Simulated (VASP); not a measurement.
The system is AgCl.

```
Ag Cl
1.0
     0.00000    2.77317    2.77317
     2.77317    0.00000    2.77317
     2.77317    2.77317    0.00000
Ag Cl
1 1
Direct
  0.00000 0.00000 0.00000
  0.50000 0.50000 0.50000
```

Program: VASP 6.6.1. Alike in all runs: task single point; potentials or basis VASP PAW PBE potentials, release 64 (Ag, Cl); no spin polarisation; cell as given; cutoff (eV) 520.

Task: Order these runs on this cell by their pressure, lowest first.
A. level PBE-based global hybrid with 100 % exact exchange; k mesh 4 × 4 × 4; smearing gaussian 0.01 eV; grid for exact exchange (PRECFOCK) Normal; share of exact exchange 1
B. level PBE-based global hybrid with 15 % exact exchange; k mesh 4 × 4 × 4; smearing gaussian 0.01 eV; grid for exact exchange (PRECFOCK) Normal; share of exact exchange 0.15
C. level PBEsol; k mesh 6 × 6 × 6; smearing methfessel-paxton 0.001 eV

Result: C (-2.7 GPa), A (-0.5 GPa), B (1.3 GPa).

Caveats: some runs use coarse meshes; the PAW data sets were made with another functional, which shifts forces and pressure a little.
